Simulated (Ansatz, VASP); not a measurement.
## Si2W3 in VASP and in Ansatz

```
Si W
1.0
     6.58244    0.00000    0.00000
     0.00000    6.58244    0.00000
     0.00000    0.00000    3.27491
Si W
4 6
Direct
  0.13408 0.63408 0.00000
  0.86592 0.36592 0.00000
  0.63408 0.86592 0.00000
  0.36592 0.13408 0.00000
  0.50000 0.50000 0.00000
  0.00000 0.00000 0.00000
  0.65986 0.15986 0.50000
  0.34014 0.84014 0.50000
  0.15986 0.34014 0.50000
  0.84014 0.65986 0.50000
```

Alike in both runs: functional PBEsol; k mesh 6 × 6 × 10; occupations gaussian, width 0.1 eV; no spin polarisation.

Ansatz relaxed the structure, and its values are those at the end. VASP's run is a single point on that final structure, the one shown.

```csv
,VASP,Ansatz
version,VASP 6.6.1,Ansatz 0.2.0
potentials or method,"VASP PAW PBE potentials, release 64 (Si, W_sv), cutoff 520 eV","scalar-relativistic, plane waves, PAW"
valence electrons in the cell,100,100
```

Ansatz gave:

| Quantity | Value |
| --- | --- |
| gap on the k mesh at the Fermi level (eV) | none |
| pressure (GPa) | 0.0 |

Q: Which values does VASP return?

A: gap on the k mesh at the Fermi level (eV): none; pressure (GPa): 0.4.

VASP's potentials were made for PBE, not for PBEsol. A gap of «none» marks a metal or a gap that the smearing closes.

Spin-orbit coupling is off throughout.
